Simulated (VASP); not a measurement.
# Ni (Im-3m) in VASP: single point with PBE

Aim: the single point of Ni with PBE.

Program: VASP 6.6.1. These are calculated values, not measurements. Logs are shortened: lines on timing, memory, paths and dates and some standing lists are left out, and cuts for length are marked.

## (1) The cell of the first run

Symmetry: Im-3m, No. 229, cubic system. The conventional cell has a = 2.767 Å, b = 2.767 Å, c = 2.767 Å, α = 90.00°, β = 90.00°, γ = 90.00°. Within 3.2 Å of Ni (site symmetry m-3m) lie 14 Ni at 2.40 to 2.77 Å.

## (2) Single point, PBE, collinear spin, ferromagnetic start

INCAR reads:

```
SYSTEM = Ni
  PREC = Accurate
  ENCUT = 520
  EDIFF = 1E-6
  ISMEAR = -1
  SIGMA = 0.05
  LREAL = .False.
  LASPH = .True.
  NELM = 150
  ALGO = Normal
  ISIF = 2
  LWAVE = .False.
  LCHARG = .False.
  ISPIN = 2
  MAGMOM = 1.5
  LORBIT = 11
  LMAXMIX = 4
  GGA = PE
  NBANDS = 15
```

KPOINTS reads:

```
regular mesh
0
Gamma
  14 14 14
  0 0 0
```

POSCAR reads:

```
Ni
1.0
   -1.3837154700      1.3837154700      1.3837154700
    1.3837154700     -1.3837154700      1.3837154700
    1.3837154700      1.3837154700     -1.3837154700
Ni
1
Direct
    0.0000000000      0.0000000000      0.0000000000
```

Potentials or basis: VASP PAW PBE potentials, release 64 (Ni).

Launch:

```bash
$ cat potpaw_PBE.64/Ni/POTCAR > POTCAR
$ mpirun -np 1 vasp_std > vasp.out
```

OUTCAR:

```text
SYSTEM = Ni
   PREC = Accurate
   ENCUT = 520
   EDIFF = 1E-6
   ISMEAR = -1
   LREAL = .False.
   LASPH = .True.
   NELM = 150
   ISIF = 2
   ISPIN = 2
   LORBIT = 11
   GGA = PE

 ion  position               nearest neighbor table
   1  0.000  0.000  0.000-

  LATTYP: Found a body centered cubic cell.
 ALAT       =     2.7674309400

  Lattice vectors:

 A1 = (  -1.3837154700,   1.3837154700,   1.3837154700)
 A2 = (   1.3837154700,  -1.3837154700,   1.3837154700)
 A3 = (   1.3837154700,   1.3837154700,  -1.3837154700)

Analysis of symmetry for initial positions (statically):
=====================================================================
 Subroutine PRICEL returns:
 Original cell was already a primitive cell.

 Routine SETGRP: Setting up the symmetry group for a
 body centered cubic supercell.

 Subroutine GETGRP returns: Found 48 space group operations
 (whereof 48 operations were pure point group operations)
 out of a pool of 48 trial point group operations.

The static configuration has the point symmetry O_h .

Analysis of symmetry for dynamics (positions and initial velocities):
=====================================================================
 Subroutine PRICEL returns:
 Original cell was already a primitive cell.

 Routine SETGRP: Setting up the symmetry group for a
 body centered cubic supercell.

 Subroutine GETGRP returns: Found 48 space group operations
 (whereof 48 operations were pure point group operations)
 out of a pool of 48 trial point group operations.

The dynamic configuration has the point symmetry O_h .

Analysis of structural, dynamic, and magnetic symmetry:
=====================================================================
 Subroutine PRICEL returns:
 Original cell was already a primitive cell.

 Routine SETGRP: Setting up the symmetry group for a
 body centered cubic supercell.

 Subroutine GETGRP returns: Found 48 space group operations
 (whereof 48 operations were pure point group operations)
 out of a pool of 48 trial point group operations.

The overall configuration has the point symmetry O_h .

 Subroutine INISYM returns: Found 48 space group operations
 (whereof 48 operations are pure point group operations),
 and found     1 'primitive' translations

----------------------------------------------------------------------------------------

                                     Primitive cell

  volume of cell :      10.5974

  direct lattice vectors                    reciprocal lattice vectors
    -1.383715470  1.383715470  1.383715470     0.000000000  0.361345964  0.361345964
     1.383715470 -1.383715470  1.383715470     0.361345964  0.000000000  0.361345964
     1.383715470  1.383715470 -1.383715470     0.361345964  0.361345964  0.000000000

  length of vectors
     2.396665497  2.396665497  2.396665497     0.511020363  0.511020363  0.511020363

  position of ions in fractional coordinates (direct lattice)
     0.000000000  0.000000000  0.000000000

  ion indices of the primitive-cell ions
   primitive index   ion index
                 1           1

----------------------------------------------------------------------------------------

 KPOINTS: regular mesh

Automatic generation of k-mesh.
 Grid dimensions read from file:
 generate k-points for:   14   14   14

 Generating k-lattice:

  Cartesian coordinates                     Fractional coordinates (reciprocal lattice)
     0.000000000  0.025810426  0.025810426     0.071428571  0.000000000  0.000000000
     0.025810426  0.000000000  0.025810426     0.000000000  0.071428571  0.000000000
     0.025810426  0.025810426  0.000000000     0.000000000  0.000000000  0.071428571

  Length of vectors
     0.036501454  0.036501454  0.036501454

  Shift w.r.t. Gamma in fractional coordinates (k-lattice)
     0.000000000  0.000000000  0.000000000

 Subroutine IBZKPT returns following result:
 ===========================================

 Found    104 irreducible k-points:

 Following reciprocal coordinates:
            Coordinates               Weight
  0.000000  0.000000  0.000000      1.000000
  0.071429  0.000000  0.000000     12.000000
  0.142857  0.000000  0.000000     12.000000
  0.214286  0.000000  0.000000     12.000000
  0.285714  0.000000  0.000000     12.000000
  0.357143  0.000000  0.000000     12.000000
[... 16 lines left out ...]
  0.285714  0.285714  0.000000     24.000000
  0.357143  0.285714  0.000000     24.000000
 [... further k-points ...]
   k-points           NKPTS =    104   k-points in BZ     NKDIM =    104   number of bands    NBANDS=     15
   number of dos      NEDOS =    301   number of ions     NIONS =      1
   total plane-waves  NPLWV =   5832
   dimension x,y,z NGX =    18 NGY =   18 NGZ =   18
   dimension x,y,z NGXF=    36 NGYF=   36 NGZF=   36
   ions per type =               1
   NGX,Y,Z   is equivalent  to a cutoff of  12.49, 12.49, 12.49 a.u.
   NGXF,Y,Z  is equivalent  to a cutoff of  24.97, 24.97, 24.97 a.u.
 SYSTEM =  Ni
   PREC   = accura    normal or accurate (medium, high low for compatibility)
   ISTART =      0    job   : 0-new  1-cont  2-samecut
   ICHARG =      2    charge: 1-file 2-atom 10-const
   ISPIN  =      2    spin polarized calculation?
   LNONCOLLINEAR =      F non collinear calculations
   LSORBIT =      F    spin-orbit coupling
   LASPH  =      T    aspherical Exc in radial PAW
   ENCUT  =  520.0 eV  38.22 Ry    6.18 a.u.   4.46  4.46  4.46*2*pi/ulx,y,z
   NELM   =    150;   NELMIN=  2; NELMDL= -5     # of ELM steps
   EDIFF  = 0.1E-05   stopping-criterion for ELM
   LREAL  =      F    real-space projection
   EDIFFG = 0.1E-04   stopping-criterion for IOM
   NSW    =      0    number of steps for IOM
   IBRION =     -1    ionic relax: 0-MD 1-quasi-New 2-CG
   NFREE  =      0    steps in history (QN), initial steepest desc. (CG)
   ISIF   =      2    stress and relaxation
   ISYM   =      2    0-nonsym 1-usesym 2-fastsym
   POTIM  = 0.5000    time-step for ionic-motion
   TEBEG  =    0.0;   TEEND  =   0.0 temperature during run
   PSTRESS=    0.0 pullay stress
   NELECT =      10.0000    total number of electrons
   NUPDOWN=      -1.0000    fix difference up-down
   EMIN   =  10.00;   EMAX   =-10.00  energy-range for DOS
   EFERMI =   0.00;   METHOD = LEGACY
   ISMEAR =    -1;   SIGMA  =   0.05  broadening in eV -4-tet -1-fermi 0-gaus
   EFERMI_NEDOS =   21; number of points for ismear=-14 and -15
   IALGO  =     38    algorithm
   IMIX   =      4    mixing-type and parameters
     AMIX     =   0.40;   BMIX     =  1.00
     AMIX_MAG =   1.60;   BMIX_MAG =  1.00
  volume/ion in A,a.u.               =      10.60        71.51
  Fermi-wavevector in a.u.,A,eV,Ry     =   1.605738  3.034405 35.081190  2.578395
  Thomas-Fermi vector in A             =   2.702037
   LORBIT       =     11    0 simple, 1 ext, 2 COOP (PROOUT), +10 PAW based schemes
   GGA     = PE    functional components
   LHFCALC =     F    Hartree Fock is set to
   AEXX    =    0.0000 exact exchange contribution
   IVDW    =     0    specifies the selected vdW correction
   LEPSILON=     F    determine dielectric tensor
   LRPA    =     F    only Hartree local field effects (RPA)
 spin polarized calculation
  energy-cutoff  :      520.00
  volume of cell :       10.60
 maximum number of plane-waves:       321
 NGX is ok and might be reduce to    18
   NGX =  9   NGY =  9   NGZ =  9

 number of electron      10.0000004 magnetization       0.5158475

 Free energy of the ion-electron system (eV)
  ---------------------------------------------------
  ext. energy  EPLUGINS =         0.00000000
  ---------------------------------------------------
  free energy    TOTEN  =        -5.37642457 eV

  energy without entropy =       -5.36599883  energy(sigma->0) =       -5.37121170

 E-fermi :   9.6257     XC(G=0): -13.4053

 val. band max:        9.6240623603   @ k =  -0.2857   0.5000   0.0714
 cond. band min:       9.6321117066   @ k =  -0.3571   0.3571   0.2857
 fundamental gap:      0.0080493463
 Fermi energy:         9.6257209715

 spin component 1

 k-point     1 :       0.0000    0.0000    0.0000
  band No.  band energies     occupation
      1       0.5565      1.00000
      2       7.2885      1.00000
      3       7.2885      1.00000
      4       7.2885      1.00000
      5       8.7612      1.00000
      6       8.7612      1.00000
      7      36.3554      0.00000
      8      36.3554      0.00000
      9      36.3554      0.00000
     10      41.4379      0.00000
     11      41.4379      0.00000
     12      42.6858      0.00000
     13      42.6858      0.00000
     14      42.6858      0.00000
     15      43.3481      0.00000

 k-point     2 :       0.0714    0.0000    0.0000
  band No.  band energies     occupation
      1       0.7717      1.00000
      2       7.2386      1.00000
      3       7.2848      1.00000
      4       7.3877      1.00000
      5       8.7109      1.00000
      6       8.7651      1.00000
      7      34.6957      0.00000
      8      35.9480      0.00000
      9      36.0876      0.00000
     10      40.1444      0.00000
     11      40.1866      0.00000
     12      40.3284      0.00000
     13      42.4715      0.00000
     14      44.0359      0.00000
     15      44.9299      0.00000
[... 365 lines left out ...]
      3       6.8986      1.00000
      4       8.6829      1.00000
      5       8.9625      1.00000
      6      13.3315      0.00000
      7      18.5333      0.00000
      8      19.7078      0.00000
      9      29.2203      0.00000
     10      38.2335      0.00000
     11      40.6067      0.00000
     12      47.5781      0.00000
     13      50.4582      0.00000
     14      51.0503      0.00000
     15      56.3452      0.00000

 k-point    24 :       0.3571    0.2857    0.0000
  band No.  band energies     occupation
      1       5.9658      1.00000
      2       6.5009      1.00000
      3       6.8350      1.00000
      4       8.7631      1.00000
      5       8.9198      1.00000
      6      14.9757      0.00000
      7      16.7627      0.00000
      8      19.2023      0.00000
      9      29.0677      0.00000
     10      38.7215      0.00000
     11      40.4252      0.00000
     12      46.8879      0.00000
     13      50.6972      0.00000
     14      54.4647      0.00000
     15      55.6806      0.00000

 [... further k-points ...]

 spin component 2

 k-point     1 :       0.0000    0.0000    0.0000
  band No.  band energies     occupation
      1       0.5420      1.00000
      2       7.9267      1.00000
      3       7.9267      1.00000
      4       7.9267      1.00000
      5       9.1983      0.99981
      6       9.1983      0.99981
      7      36.2602      0.00000
      8      36.2602      0.00000
      9      36.2602      0.00000
     10      41.3637      0.00000
     11      41.3637      0.00000
     12      42.8531      0.00000
     13      42.8531      0.00000
     14      42.8531      0.00000
     15      43.4964      0.00000

 k-point     2 :       0.0714    0.0000    0.0000
  band No.  band energies     occupation
      1       0.7575      1.00000
      2       7.8735      1.00000
      3       7.9200      1.00000
      4       8.0290      1.00000
      5       9.1462      0.99993
      6       9.2025      0.99979
      7      34.6452      0.00000
      8      35.8614      0.00000
      9      36.0206      0.00000
     10      40.1911      0.00000
     11      40.3066      0.00000
     12      40.4564      0.00000
     13      42.4335      0.00000
     14      44.1597      0.00000
     15      45.0108      0.00000
[... 365 lines left out ...]
      3       7.3106      1.00000
      4       9.2146      0.99973
      5       9.4947      0.93212
      6      13.6437      0.00000
      7      18.7160      0.00000
      8      19.8749      0.00000
      9      29.2942      0.00000
     10      38.2151      0.00000
     11      40.6048      0.00000
     12      47.7084      0.00000
     13      50.4860      0.00000
     14      51.2303      0.00000
     15      57.4413      0.00000

 k-point    24 :       0.3571    0.2857    0.0000
  band No.  band energies     occupation
      1       6.4405      1.00000
      2       6.9328      1.00000
      3       7.1975      1.00000
      4       9.2979      0.99858
      5       9.4647      0.96159
      6      15.2059      0.00000
      7      16.9925      0.00000
      8      19.3771      0.00000
      9      29.1441      0.00000
     10      38.7060      0.00000
     11      40.3994      0.00000
     12      47.0469      0.00000
     13      50.8061      0.00000
     14      54.7871      0.00000
     15      55.6998      0.00000

 [... further k-points ...]
[... 5 lines left out ...]
  --------------------------------------------------------------------------------------
  -------------------------------------------------------------------------------------
  Total        0.4745460      0.4745460      0.4745460      0.0000000      0.0000000      0.0000000
  in kB       71.7444822     71.7444822     71.7444822      0.0000000      0.0000000      0.0000000
  external PRESSURE =      71.7444822 kB  Pullay stress =       0.0000000 kB

 VOLUME and BASIS-vectors are now :
 -----------------------------------------------------------------------------
  energy-cutoff  :      520.00
  volume of cell :       10.60
      direct lattice vectors                 reciprocal lattice vectors
    -1.383715470  1.383715470  1.383715470     0.000000000  0.361345964  0.361345964
     1.383715470 -1.383715470  1.383715470     0.361345964  0.000000000  0.361345964
     1.383715470  1.383715470 -1.383715470     0.361345964  0.361345964  0.000000000

 POSITION                                       TOTAL-FORCE (eV/Angst)
 -----------------------------------------------------------------------------------
      0.00000      0.00000      0.00000        -0.000000     -0.000000      0.000000
 -----------------------------------------------------------------------------------
    total drift:                               -0.000000     -0.000000      0.000000

  FREE ENERGIE OF THE ION-ELECTRON SYSTEM (eV)
  ---------------------------------------------------
  free  energy   TOTEN  =        -5.3764245651 eV

  energy  without entropy=       -5.3659988259  energy(sigma->0) =       -5.37121170

 total charge

# of ion       s       p       d       tot
------------------------------------------
    1        0.502   0.511   8.349   9.362

 magnetization (x)

# of ion       s       p       d       tot
------------------------------------------
    1       -0.005  -0.017   0.543   0.522
```

It took 25 s on 1 thread of AMD EPYC 7R13 (Zen 3), shared host; peak memory 0.11 GiB.

What came out:

```yaml
Free_energy: -5.3764 eV
Pressure: 7.2 GPa
Net_moment: 0.52 μB per cell
Site_moments: Ni +0.52 μB
Valence_electrons_inside_the_program's_atomic_spheres: Ni 9.36
```
